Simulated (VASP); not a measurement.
# MgO (Pm-3m) in VASP: notebook

Runs on MgO. Level: r2SCAN. Tasks: single point.

Everything below comes from runs of VASP 6.6.1. Logs are shortened: lines on timing, memory, paths and dates and some standing lists are left out, and cuts for length are marked.

## (1) The cell of the first run

The structure is cubic, space group Pm-3m (No. 221). The conventional cell has a = 2.623 Å, b = 2.623 Å, c = 2.623 Å, α = 90.00°, β = 90.00°, γ = 90.00°. Within 3.0 Å of Mg (site symmetry m-3m) lie 8 O at 2.27 Å and 6 Mg at 2.62 Å. Within 3.0 Å of O (site symmetry m-3m) lie 8 Mg at 2.27 Å and 6 O at 2.62 Å.

## (2) Single point, r2SCAN

File POSCAR:

```
MgO
1.0
    2.6233491281      0.0000000000      0.0000000000
    0.0000000000      2.6233491281      0.0000000000
    0.0000000000      0.0000000000      2.6233491281
Mg O
1 1
Direct
    0.0000000000      0.0000000000      0.0000000000
    0.5000000000      0.5000000000      0.5000000000
```

File INCAR.step1:

```
SYSTEM = MgO
PREC = Accurate
ENCUT = 520
ISMEAR = 0
SIGMA = 0.01
LREAL = .FALSE.
LASPH = .TRUE.
NELM = 100
NBANDS = 11
GGA = PE
ALGO = Normal
EDIFF = 1E-4
LWAVE = .TRUE.
LCHARG = .FALSE.
```

File INCAR.step2:

```
SYSTEM = MgO
PREC = Accurate
ENCUT = 520
EDIFF = 1E-7
ISMEAR = 0
SIGMA = 0.01
LREAL = .FALSE.
LASPH = .TRUE.
NELM = 100
ALGO = Normal
ISIF = 2
LWAVE = .FALSE.
LCHARG = .TRUE.
METAGGA = R2SCAN
LMIXTAU = .TRUE.
LELF = .TRUE.
LVHAR = .TRUE.
NBANDS = 11
ISTART = 1
```

File KPOINTS:

```
regular mesh
0
G
  8 8 8
  0 0 0
```

Potentials or basis: VASP PAW PBE potentials, release 64 (Mg, O).

Command:

```
$ cat potpaw_PBE.64/Mg/POTCAR potpaw_PBE.64/O/POTCAR > POTCAR
$ cp INCAR.step1 INCAR
$ mpirun -np 1 vasp_std > vasp.out
$ cp INCAR.step2 INCAR
$ mpirun -np 1 vasp_std > vasp.out
```

OUTCAR:

```text
SYSTEM = MgO
   PREC = Accurate
   ENCUT = 520
   EDIFF = 1E-7
   ISMEAR = 0
   LREAL = .FALSE.
   LASPH = .TRUE.
   NELM = 100
   ISIF = 2
   METAGGA = R2SCAN
   ISTART = 1

 ion  position               nearest neighbor table
   1  0.000  0.000  0.000-   2 2.27   2 2.27   2 2.27   2 2.27   2 2.27   2 2.27   2 2.27   2 2.27

   2  0.500  0.500  0.500-   1 2.27   1 2.27   1 2.27   1 2.27   1 2.27   1 2.27   1 2.27   1 2.27

  LATTYP: Found a simple cubic cell.
 ALAT       =     2.6233491281

  Lattice vectors:

 A1 = (   2.6233491281,   0.0000000000,   0.0000000000)
 A2 = (   0.0000000000,   2.6233491281,   0.0000000000)
 A3 = (   0.0000000000,   0.0000000000,   2.6233491281)

Analysis of symmetry for initial positions (statically):
=====================================================================
 Subroutine PRICEL returns:
 Original cell was already a primitive cell.

 Routine SETGRP: Setting up the symmetry group for a
 simple cubic supercell.

 Subroutine GETGRP returns: Found 48 space group operations
 (whereof 48 operations were pure point group operations)
 out of a pool of 48 trial point group operations.

The static configuration has the point symmetry O_h .

Analysis of symmetry for dynamics (positions and initial velocities):
=====================================================================
 Subroutine PRICEL returns:
 Original cell was already a primitive cell.

 Routine SETGRP: Setting up the symmetry group for a
 simple cubic supercell.

 Subroutine GETGRP returns: Found 48 space group operations
 (whereof 48 operations were pure point group operations)
 out of a pool of 48 trial point group operations.

The dynamic configuration has the point symmetry O_h .

 Subroutine INISYM returns: Found 48 space group operations
 (whereof 48 operations are pure point group operations),
 and found     1 'primitive' translations

----------------------------------------------------------------------------------------

                                     Primitive cell

  volume of cell :      18.0538

  direct lattice vectors                    reciprocal lattice vectors
     2.623349128  0.000000000  0.000000000     0.381192114  0.000000000  0.000000000
     0.000000000  2.623349128  0.000000000     0.000000000  0.381192114  0.000000000
     0.000000000  0.000000000  2.623349128     0.000000000  0.000000000  0.381192114

  length of vectors
     2.623349128  2.623349128  2.623349128     0.381192114  0.381192114  0.381192114

  position of ions in fractional coordinates (direct lattice)
     0.000000000  0.000000000  0.000000000
     0.500000000  0.500000000  0.500000000

  ion indices of the primitive-cell ions
   primitive index   ion index
                 1           1
                 2           2

----------------------------------------------------------------------------------------

 KPOINTS: regular mesh

Automatic generation of k-mesh.
 Grid dimensions read from file:
 generate k-points for:    8    8    8

 Generating k-lattice:

  Cartesian coordinates                     Fractional coordinates (reciprocal lattice)
     0.047649014  0.000000000  0.000000000     0.125000000  0.000000000  0.000000000
     0.000000000  0.047649014  0.000000000     0.000000000  0.125000000  0.000000000
     0.000000000  0.000000000  0.047649014     0.000000000  0.000000000  0.125000000

  Length of vectors
     0.047649014  0.047649014  0.047649014

  Shift w.r.t. Gamma in fractional coordinates (k-lattice)
     0.000000000  0.000000000  0.000000000

 Subroutine IBZKPT returns following result:
 ===========================================

 Found     35 irreducible k-points:

 Following reciprocal coordinates:
            Coordinates               Weight
  0.000000  0.000000  0.000000      1.000000
  0.125000  0.000000  0.000000      6.000000
  0.250000  0.000000  0.000000      6.000000
  0.375000  0.000000  0.000000      6.000000
  0.500000  0.000000  0.000000      3.000000
  0.125000  0.125000  0.000000     12.000000
[... 16 lines left out ...]
  0.375000  0.375000  0.125000     24.000000
  0.500000  0.375000  0.125000     24.000000
 [... further k-points ...]
   k-points           NKPTS =     35   k-points in BZ     NKDIM =     35   number of bands    NBANDS=     11
   number of dos      NEDOS =    301   number of ions     NIONS =      2
   total plane-waves  NPLWV =   8000
   dimension x,y,z NGX =    20 NGY =   20 NGZ =   20
   dimension x,y,z NGXF=    40 NGYF=   40 NGZF=   40
   ions per type =               1   1
   NGX,Y,Z   is equivalent  to a cutoff of  12.67, 12.67, 12.67 a.u.
   NGXF,Y,Z  is equivalent  to a cutoff of  25.35, 25.35, 25.35 a.u.
 SYSTEM =  MgO
   PREC   = accura    normal or accurate (medium, high low for compatibility)
   ISTART =      1    job   : 0-new  1-cont  2-samecut
   ICHARG =      0    charge: 1-file 2-atom 10-const
   ISPIN  =      1    spin polarized calculation?
   LNONCOLLINEAR =      F non collinear calculations
   LSORBIT =      F    spin-orbit coupling
   LASPH  =      T    aspherical Exc in radial PAW
   ENCUT  =  520.0 eV  38.22 Ry    6.18 a.u.   4.88  4.88  4.88*2*pi/ulx,y,z
   NELM   =    100;   NELMIN=  2; NELMDL=  0     # of ELM steps
   EDIFF  = 0.1E-06   stopping-criterion for ELM
   LREAL  =      F    real-space projection
   EDIFFG = 0.1E-05   stopping-criterion for IOM
   NSW    =      0    number of steps for IOM
   IBRION =     -1    ionic relax: 0-MD 1-quasi-New 2-CG
   NFREE  =      0    steps in history (QN), initial steepest desc. (CG)
   ISIF   =      2    stress and relaxation
   ISYM   =      2    0-nonsym 1-usesym 2-fastsym
   POTIM  = 0.5000    time-step for ionic-motion
   TEBEG  =    0.0;   TEEND  =   0.0 temperature during run
   PSTRESS=    0.0 pullay stress
   NELECT =       8.0000    total number of electrons
   NUPDOWN=      -1.0000    fix difference up-down
   EMIN   =  10.00;   EMAX   =-10.00  energy-range for DOS
   EFERMI =   0.00;   METHOD = LEGACY
   ISMEAR =     0;   SIGMA  =   0.01  broadening in eV -4-tet -1-fermi 0-gaus
   EFERMI_NEDOS =   21; number of points for ismear=-14 and -15
   IALGO  =     38    algorithm
   IMIX   =      4    mixing-type and parameters
     AMIX     =   0.40;   BMIX     =  1.00
     AMIX_MAG =   1.60;   BMIX_MAG =  1.00
  volume/ion in A,a.u.               =       9.03        60.92
  Fermi-wavevector in a.u.,A,eV,Ry     =   1.248098  2.358563 21.194461  1.557749
  Thomas-Fermi vector in A             =   2.382200
   LORBIT       =      0    0 simple, 1 ext, 2 COOP (PROOUT), +10 PAW based schemes
   METAGGA = R2SCAN    functional components
   LHFCALC =     F    Hartree Fock is set to
   AEXX    =    0.0000 exact exchange contribution
   IVDW    =     0    specifies the selected vdW correction
   LEPSILON=     F    determine dielectric tensor
   LRPA    =     F    only Hartree local field effects (RPA)
 non-spin polarized calculation
 Gauss-broadening in eV      SIGMA  =   0.01
  energy-cutoff  :      520.00
  volume of cell :       18.05
 maximum number of plane-waves:       500
 NGX is ok and might be reduce to    20
   NGX =  9   NGY =  9   NGZ =  9

 number of electron       7.9999999 magnetization

 Free energy of the ion-electron system (eV)
  ---------------------------------------------------
  ext. energy  EPLUGINS =         0.00000000
  ---------------------------------------------------
  free energy    TOTEN  =       -14.52743552 eV

  energy without entropy =      -14.52743552  energy(sigma->0) =      -14.52743552

 E-fermi :   4.9529     XC(G=0): -11.8834

 val. band max:        4.8170477320   @ k =   0.5000   0.5000   0.0000
 cond. band min:       8.2680882664   @ k =   0.0000   0.0000   0.0000
 fundamental gap:      3.4510405344
 Fermi energy:         4.9529157919

 k-point     1 :       0.0000    0.0000    0.0000
  band No.  band energies     occupation
      1     -14.7658      2.00000
      2       3.7585      2.00000
      3       3.7585      2.00000
      4       3.7585      2.00000
      5       8.2681      0.00000
      6      16.2786      0.00000
      7      16.2786      0.00000
      8      26.7070      0.00000
      9      26.7070      0.00000
     10      26.7070      0.00000
     11      33.8523      0.00000

 k-point     2 :       0.1250    0.0000    0.0000
  band No.  band energies     occupation
      1     -14.6124      2.00000
      2       2.5679      2.00000
      3       3.8237      2.00000
      4       3.8237      2.00000
      5       9.1196      0.00000
      6      16.6172      0.00000
      7      16.6192      0.00000
      8      26.3773      0.00000
      9      26.3773      0.00000
     10      26.9921      0.00000
     11      32.5288      0.00000

 k-point     3 :       0.2500    0.0000    0.0000
  band No.  band energies     occupation
      1     -14.2118      2.00000
      2       0.5015      2.00000
      3       3.9859      2.00000
      4       3.9859      2.00000
      5      10.5590      0.00000
      6      16.8259      0.00000
      7      17.6225      0.00000
      8      25.4667      0.00000
      9      25.4667      0.00000
     10      28.5346      0.00000
     11      29.1323      0.00000

 k-point     4 :       0.3750    0.0000    0.0000
  band No.  band energies     occupation
      1     -13.7570      2.00000
      2      -1.1555      2.00000
      3       4.1555      2.00000
      4       4.1555      2.00000
      5      11.9895      0.00000
      6      16.1349      0.00000
      7      19.2249      0.00000
      8      24.4813      0.00000
      9      24.4813      0.00000
     10      25.4533      0.00000
     11      30.2855      0.00000
[... 239 lines left out ...]
 k-point    22 :       0.5000    0.2500    0.1250
  band No.  band energies     occupation
      1     -13.0226      2.00000
      2      -0.8364      2.00000
      3       1.9492      2.00000
      4       3.7939      2.00000
      5      13.4661      0.00000
      6      15.4789      0.00000
      7      17.1059      0.00000
      8      22.8743      0.00000
      9      24.4485      0.00000
     10      25.4286      0.00000
     11      30.7735      0.00000

 k-point    23 :       0.3750    0.3750    0.1250
  band No.  band energies     occupation
      1     -12.8529      2.00000
      2       0.1613      2.00000
      3       0.5156      2.00000
      4       3.9350      2.00000
      5      12.3321      0.00000
      6      16.1052      0.00000
      7      17.4766      0.00000
      8      21.5897      0.00000
      9      24.6351      0.00000
     10      25.5757      0.00000
     11      30.6216      0.00000

 k-point    24 :       0.5000    0.3750    0.1250
  band No.  band energies     occupation
      1     -12.6971      2.00000
      2      -0.2020      2.00000
      3       0.6158      2.00000
      4       4.0469      2.00000
      5      11.7279      0.00000
      6      16.7158      0.00000
      7      17.2231      0.00000
      8      21.0867      0.00000
      9      24.9394      0.00000
     10      25.3621      0.00000
     11      29.8960      0.00000

 [... further k-points ...]
[... 5 lines left out ...]
  --------------------------------------------------------------------------------------
  -------------------------------------------------------------------------------------
  Total       -0.1355236     -0.1355236     -0.1355236      0.0000000      0.0000000      0.0000000
  in kB      -12.0269974    -12.0269974    -12.0269974      0.0000000      0.0000000      0.0000000
  external PRESSURE =     -12.0269974 kB  Pullay stress =       0.0000000 kB

 VOLUME and BASIS-vectors are now :
 -----------------------------------------------------------------------------
  energy-cutoff  :      520.00
  volume of cell :       18.05
      direct lattice vectors                 reciprocal lattice vectors
     2.623349128  0.000000000  0.000000000     0.381192114  0.000000000  0.000000000
     0.000000000  2.623349128  0.000000000     0.000000000  0.381192114  0.000000000
     0.000000000  0.000000000  2.623349128     0.000000000  0.000000000  0.381192114

 POSITION                                       TOTAL-FORCE (eV/Angst)
 -----------------------------------------------------------------------------------
      0.00000      0.00000      0.00000         0.000000      0.000000      0.000000
      1.31167      1.31167      1.31167         0.000000      0.000000      0.000000
 -----------------------------------------------------------------------------------
    total drift:                                0.000000      0.000000      0.000000

  FREE ENERGIE OF THE ION-ELECTRON SYSTEM (eV)
  ---------------------------------------------------
  free  energy   TOTEN  =       -14.5274355189 eV

  energy  without entropy=      -14.5274355189  energy(sigma->0) =      -14.52743552
```

Wall time 21 s (1 thread of Intel Xeon 6975P-C, shared host); peak memory 0.13 GiB.

Results:

```
Free energy            : -14.5274 eV
Pressure               : -1.2 GPa
Band gap on the k mesh : 3.45 eV, indirect (least direct gap 4.51 eV)
```

Levels at points of the mesh, in eV from the valence-band top:
```csv
k point,band 2,band 3,band 4,band 5,band 6,band 7
"(0.00, 0.00, 0.00)",-1.06,-1.06,-1.06,3.45,11.46,11.46
"(0.50, 0.00, 0.00)",-6.61,-0.59,-0.59,8.01,10.63,15.80
"(0.50, 0.50, 0.00)",-4.85,-4.85,0.00,5.88,13.46,13.46
"(0.50, 0.50, 0.50)",-3.79,-3.79,-3.79,8.41,8.41,8.41
```

Caveat: the PAW data sets were made with another functional, which shifts forces and pressure a little. r2SCAN opens gaps a little over a GGA but as a rule still falls short of measured ones.

[end of part 1 of 2]
